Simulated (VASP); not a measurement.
# ZnCu (Cmmm) in VASP: single point with PBE

Aim: the single point of ZnCu with PBE.

Program: VASP 6.6.1. These are calculated values, not measurements. Logs are shortened: lines on timing, memory, paths and dates and some standing lists are left out, and cuts for length are marked.

### Step 1. The cell of the first run

The typed cell holds 2 atoms: a = 2.709 Å, b = 2.709 Å, c = 3.549 Å, α = 90.00°, β = 90.00°, γ = 90.02°.

### Step 2. Single point, PBE

Input file INCAR:

```
PREC = Accurate ; ENCUT = 520
EDIFF = 1E-6 ; ISMEAR = 0
SIGMA = 0.1 ; LREAL = False
LASPH = True ; NELM = 60
ALGO = Fast ; ISIF = 2
LWAVE = False ; LCHARG = True
GGA = PE ; LELF = True
LVHAR = True ; NBANDS = 18
```

Input file KPOINTS:

```
regular mesh
0
Gamma
  22 22 14
```

Input file POSCAR:

```
ZnCu
1.0
    1.9149425238     -1.9155365959      0.0000000000
    1.9149425238      1.9155365959      0.0000000000
    0.0000000000      0.0000000000      3.5494524851
Zn Cu
1 1
Direct
    0.5000000000      0.5000000000      0.5000000000
    0.0000000000      0.0000000000      0.0000000000
```

Potentials or basis: VASP PAW PBE potentials, release 64 (Zn, Cu).

On the command line:

```console
cat potpaw_PBE.64/Zn/POTCAR potpaw_PBE.64/Cu/POTCAR > POTCAR
mpirun -np 1 vasp_std > vasp.out
```

OUTCAR:

```text
PREC = Accurate
   ENCUT = 520
   EDIFF = 1E-6
   ISMEAR = 0
   LREAL = False
   LASPH = True
   NELM = 60
   ISIF = 2
   GGA = PE

 ion  position               nearest neighbor table
   1  0.500  0.500  0.500-   2 2.61   2 2.61   2 2.61   2 2.61   2 2.61   2 2.61   2 2.61   2 2.61

   2  0.000  0.000  0.000-   1 2.61   1 2.61   1 2.61   1 2.61   1 2.61   1 2.61   1 2.61   1 2.61

  LATTYP: Found a base centered orthorhombic cell.
 ALAT       =     3.8298850476
 B/A-ratio  =     1.0003102297
 C/A-ratio  =     0.9267778121

  Lattice vectors:

 A1 = (   1.9149425238,  -1.9155365959,   0.0000000000)
 A2 = (   1.9149425238,   1.9155365959,   0.0000000000)
 A3 = (   0.0000000000,   0.0000000000,   3.5494524851)

Analysis of symmetry for initial positions (statically):
=====================================================================
 Subroutine PRICEL returns:
 Original cell was already a primitive cell.

 Routine SETGRP: Setting up the symmetry group for a
 base centered orthorhombic supercell.

 Subroutine GETGRP returns: Found  8 space group operations
 (whereof  8 operations were pure point group operations)
 out of a pool of  8 trial point group operations.

The static configuration has the point symmetry D_2h.

Analysis of symmetry for dynamics (positions and initial velocities):
=====================================================================
 Subroutine PRICEL returns:
 Original cell was already a primitive cell.

 Routine SETGRP: Setting up the symmetry group for a
 base centered orthorhombic supercell.

 Subroutine GETGRP returns: Found  8 space group operations
 (whereof  8 operations were pure point group operations)
 out of a pool of  8 trial point group operations.

The dynamic configuration has the point symmetry D_2h.

 Subroutine INISYM returns: Found  8 space group operations
 (whereof  8 operations are pure point group operations),
 and found     1 'primitive' translations

----------------------------------------------------------------------------------------

                                     Primitive cell

  volume of cell :      26.0398

  direct lattice vectors                    reciprocal lattice vectors
     1.914942524 -1.915536596  0.000000000     0.261104442 -0.261023465  0.000000000
     1.914942524  1.915536596  0.000000000     0.261104442  0.261023465  0.000000000
     0.000000000  0.000000000  3.549452485     0.000000000  0.000000000  0.281733592

  length of vectors
     2.708557793  2.708557793  3.549452485     0.369200189  0.369200189  0.281733592

  position of ions in fractional coordinates (direct lattice)
     0.500000000  0.500000000  0.500000000
     0.000000000  0.000000000  0.000000000

  ion indices of the primitive-cell ions
   primitive index   ion index
                 1           1
                 2           2

----------------------------------------------------------------------------------------

 KPOINTS: regular mesh

Automatic generation of k-mesh.
 Grid dimensions read from file:
 generate k-points for:   22   22   14

 Generating k-lattice:

  Cartesian coordinates                     Fractional coordinates (reciprocal lattice)
     0.011868384 -0.011864703  0.000000000     0.045454545  0.000000000  0.000000000
     0.011868384  0.011864703  0.000000000     0.000000000  0.045454545  0.000000000
     0.000000000  0.000000000  0.020123828     0.000000000  0.000000000  0.071428571

  Length of vectors
     0.016781827  0.016781827  0.020123828

  Shift w.r.t. Gamma in fractional coordinates (k-lattice)
     0.000000000  0.000000000  0.000000000

 Subroutine IBZKPT returns following result:
 ===========================================

 Found   1064 irreducible k-points:

 Following reciprocal coordinates:
            Coordinates               Weight
  0.000000  0.000000  0.000000      1.000000
  0.045455  0.000000  0.000000      4.000000
  0.090909  0.000000  0.000000      4.000000
  0.136364  0.000000  0.000000      4.000000
  0.181818  0.000000  0.000000      4.000000
  0.227273  0.000000  0.000000      4.000000
[... 16 lines left out ...]
  0.500000  0.045455  0.000000      4.000000
 -0.454545  0.045455  0.000000      4.000000
 [... further k-points ...]
   k-points           NKPTS =   1064   k-points in BZ     NKDIM =   1064   number of bands    NBANDS=     18
   number of dos      NEDOS =    301   number of ions     NIONS =      2
   total plane-waves  NPLWV =  11200
   dimension x,y,z NGX =    20 NGY =   20 NGZ =   28
   dimension x,y,z NGXF=    40 NGYF=   40 NGZF=   56
   ions per type =               1   1
   NGX,Y,Z   is equivalent  to a cutoff of  12.28, 12.28, 13.11 a.u.
   NGXF,Y,Z  is equivalent  to a cutoff of  24.55, 24.55, 26.23 a.u.
 SYSTEM =  unknown system
   PREC   = accura    normal or accurate (medium, high low for compatibility)
   ISTART =      0    job   : 0-new  1-cont  2-samecut
   ICHARG =      2    charge: 1-file 2-atom 10-const
   ISPIN  =      1    spin polarized calculation?
   LNONCOLLINEAR =      F non collinear calculations
   LSORBIT =      F    spin-orbit coupling
   LASPH  =      T    aspherical Exc in radial PAW
   ENCUT  =  520.0 eV  38.22 Ry    6.18 a.u.   5.04  5.04  6.60*2*pi/ulx,y,z
   NELM   =     60;   NELMIN=  2; NELMDL= -5     # of ELM steps
   EDIFF  = 0.1E-05   stopping-criterion for ELM
   LREAL  =      F    real-space projection
   EDIFFG = 0.1E-04   stopping-criterion for IOM
   NSW    =      0    number of steps for IOM
   IBRION =     -1    ionic relax: 0-MD 1-quasi-New 2-CG
   NFREE  =      0    steps in history (QN), initial steepest desc. (CG)
   ISIF   =      2    stress and relaxation
   ISYM   =      2    0-nonsym 1-usesym 2-fastsym
   POTIM  = 0.5000    time-step for ionic-motion
   TEBEG  =    0.0;   TEEND  =   0.0 temperature during run
   PSTRESS=    0.0 pullay stress
   NELECT =      23.0000    total number of electrons
   NUPDOWN=      -1.0000    fix difference up-down
   EMIN   =  10.00;   EMAX   =-10.00  energy-range for DOS
   EFERMI =   0.00;   METHOD = LEGACY
   ISMEAR =     0;   SIGMA  =   0.10  broadening in eV -4-tet -1-fermi 0-gaus
   EFERMI_NEDOS =   21; number of points for ismear=-14 and -15
   IALGO  =     68    algorithm
   IMIX   =      4    mixing-type and parameters
     AMIX     =   0.40;   BMIX     =  1.00
     AMIX_MAG =   1.60;   BMIX_MAG =  1.00
  volume/ion in A,a.u.               =      13.02        87.86
  Fermi-wavevector in a.u.,A,eV,Ry     =   1.570742  2.968272 33.568718  2.467231
  Thomas-Fermi vector in A             =   2.672430
   LORBIT       =      0    0 simple, 1 ext, 2 COOP (PROOUT), +10 PAW based schemes
   GGA     = PE    functional components
   LHFCALC =     F    Hartree Fock is set to
   AEXX    =    0.0000 exact exchange contribution
   IVDW    =     0    specifies the selected vdW correction
   LEPSILON=     F    determine dielectric tensor
   LRPA    =     F    only Hartree local field effects (RPA)
 non-spin polarized calculation
 RMM-DIIS sequential band-by-band and
 Gauss-broadening in eV      SIGMA  =   0.10
  energy-cutoff  :      520.00
  volume of cell :       26.04
 maximum number of plane-waves:       716
   NGX = 11   NGY = 11   NGZ = 13

 number of electron      22.9999985 magnetization

 Free energy of the ion-electron system (eV)
  ---------------------------------------------------
  ext. energy  EPLUGINS =         0.00000000
  ---------------------------------------------------
  free energy    TOTEN  =        -5.00911804 eV

  energy without entropy =       -5.00641361  energy(sigma->0) =       -5.00776583

 E-fermi :   5.4011     XC(G=0): -12.2927

 val. band max:        5.4005648753   @ k =  -0.3636   0.3636   0.5000
 cond. band min:       5.4024719119   @ k =  -0.4091   0.3636   0.4286
 fundamental gap:      0.0019070367
 Fermi energy:         5.4010753716

 k-point     1 :       0.0000    0.0000    0.0000
  band No.  band energies     occupation
      1      -4.8574      2.00000
      2      -2.6028      2.00000
      3      -2.5000      2.00000
      4      -1.8018      2.00000
      5      -1.8014      2.00000
      6      -1.5951      2.00000
[... 10 lines left out ...]
     17      21.0215      0.00000
     18      26.4169      0.00000

 k-point     2 :       0.0455    0.0000    0.0000
  band No.  band energies     occupation
      1      -4.8129      2.00000
      2      -2.5940      2.00000
      3      -2.4910      2.00000
      4      -1.8113      2.00000
      5      -1.7995      2.00000
      6      -1.6012      2.00000
[... 10 lines left out ...]
     17      21.3734      0.00000
     18      26.8171      0.00000

 k-point     3 :       0.0909    0.0000    0.0000
  band No.  band energies     occupation
      1      -4.6802      2.00000
      2      -2.5694      2.00000
      3      -2.4630      2.00000
      4      -1.8395      2.00000
      5      -1.7934      2.00000
      6      -1.6189      2.00000
[... 10 lines left out ...]
     17      22.5102      0.00000
     18      24.9002      0.00000

 k-point     4 :       0.1364    0.0000    0.0000
  band No.  band energies     occupation
      1      -4.4615      2.00000
      2      -2.5338      2.00000
      3      -2.4138      2.00000
      4      -1.8835      2.00000
      5      -1.7838      2.00000
      6      -1.6468      2.00000
[... 375 lines left out ...]
      4      -1.9143      2.00000
      5      -1.7142      2.00000
      6      -0.4320      2.00000
[... 10 lines left out ...]
     17      19.4075      0.00000
     18      21.4786      0.00000

 k-point    23 :       0.5000    0.0455    0.0000
  band No.  band energies     occupation
      1      -2.4455      2.00000
      2      -2.2506      2.00000
      3      -2.0939      2.00000
      4      -1.9198      2.00000
      5      -1.7122      2.00000
      6      -0.1180      2.00000
[... 10 lines left out ...]
     17      20.0706      0.00000
     18      20.7508      0.00000

 k-point    24 :      -0.4545    0.0455    0.0000
  band No.  band energies     occupation
      1      -2.4611      2.00000
      2      -2.2420      2.00000
      3      -2.1096      2.00000
      4      -1.9144      2.00000
      5      -1.7142      2.00000
      6      -0.4323      2.00000
[... 10 lines left out ...]
     17      19.4162      0.00000
     18      21.4676      0.00000

 [... further k-points ...]

------------------------ aborting loop because EDIFF is reached ----------------------------------------

  FORCE on cell =-STRESS in cart. coord.  units (eV):
  Direction    XX          YY          ZZ          XY          YZ          ZX
  --------------------------------------------------------------------------------------
  -------------------------------------------------------------------------------------
  Total        0.0725772      0.0705806      0.0751099     -0.0000000      0.0000000      0.0000000
  in kB        4.4655310      4.3426857      4.6213628     -0.0000000      0.0000000      0.0000000
  external PRESSURE =       4.4765265 kB  Pullay stress =       0.0000000 kB

 VOLUME and BASIS-vectors are now :
 -----------------------------------------------------------------------------
  energy-cutoff  :      520.00
  volume of cell :       26.04
      direct lattice vectors                 reciprocal lattice vectors
     1.914942524 -1.915536596  0.000000000     0.261104442 -0.261023465  0.000000000
     1.914942524  1.915536596  0.000000000     0.261104442  0.261023465  0.000000000
     0.000000000  0.000000000  3.549452485     0.000000000  0.000000000  0.281733592

 POSITION                                       TOTAL-FORCE (eV/Angst)
 -----------------------------------------------------------------------------------
      1.91494      0.00000      1.77473        -0.000000     -0.000000      0.000000
      0.00000      0.00000      0.00000         0.000000      0.000000      0.000000
 -----------------------------------------------------------------------------------
    total drift:                                0.000000      0.000000      0.000000

  FREE ENERGIE OF THE ION-ELECTRON SYSTEM (eV)
  ---------------------------------------------------
  free  energy   TOTEN  =        -5.0091180401 eV

  energy  without entropy=       -5.0064136133  energy(sigma->0) =       -5.00776583
```

Run time: 6.9 min. Hardware: 1 thread of AMD EPYC 7R43 (Zen 3), shared host; peak memory 0.53 GiB.

Results:

```yaml
Free_energy: -5.0091 eV
Pressure: 0.4 GPa
Band_gap_on_the_k_mesh: zero (an odd number of electrons rules out a gap without spin polarisation)
```

Levels at points of the mesh, in eV from the Fermi level:
| k point | band 8 | band 9 | band 10 | band 11 | band 12 | band 13 | band 14 | band 15 | band 16 | band 17 |
| --- | --- | --- | --- | --- | --- | --- | --- | --- | --- | --- |
| (0.00, 0.00, 0.00) | -3.64 | -2.71 | -2.71 | -2.48 | 1.04 | 5.77 | 9.56 | 9.56 | 13.84 | 15.62 |
| (0.50, 0.00, 0.00) | -3.80 | -3.65 | -2.98 | -2.75 | -1.39 | 7.93 | 8.05 | 8.98 | 9.85 | 15.60 |
| (0.50, 0.50, 0.00) | -3.07 | -2.92 | -2.14 | -0.50 | -0.50 | 3.46 | 4.04 | 10.51 | 11.55 | 11.56 |
| (0.00, 0.00, 0.50) | -3.89 | -2.96 | -2.93 | -2.93 | -2.49 | 13.07 | 13.07 | 14.13 | 14.13 | 14.98 |
| (0.50, 0.00, 0.50) | -2.84 | -2.70 | -2.61 | -2.48 | -1.97 | 0.99 | 1.60 | 16.68 | 18.03 | 18.32 |
| (0.50, 0.50, 0.50) | -4.07 | -2.70 | -2.13 | 3.86 | 3.87 | 4.24 | 4.24 | 4.34 | 5.25 | 5.98 |
